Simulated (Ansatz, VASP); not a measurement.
# Two plane-wave programs on InPd

```
In Pd
1.0
     3.29355    0.00000    0.00000
     0.00000    3.29355    0.00000
     0.00000    0.00000    3.29355
In Pd
1 1
Cartesian
  0.0000 0.0000 0.0000
  1.6468 1.6468 1.6468
```

Alike in both runs: task single point; functional HSE06; k mesh 6 × 6 × 6; occupations fermi-dirac, width 0.05 eV; no spin polarisation.

```csv
,VASP,Ansatz
version,VASP 6.6.1,Ansatz 0.2.0
potentials or method,"VASP PAW PBE potentials, release 64 (In_d, Pd)",Ansatz PAW
plane-wave cutoff (eV),520,420
valence electrons in the cell,23,31
```

|  | VASP | Ansatz | Ansatz less VASP |
| --- | --- | --- | --- |
| gap on the k mesh at the Fermi level (eV) | none | none | - |
| pressure (GPa) | -2.2 | -2.4 | -0.24 |

A gap of «none» marks a metal or a gap that the smearing closes. The functional is the same, so the differences come from potentials, cutoffs and numerics. VASP's potentials hold 23 valence electrons a cell and Ansatz's 31, so a difference there can come from the potentials and not from the codes.
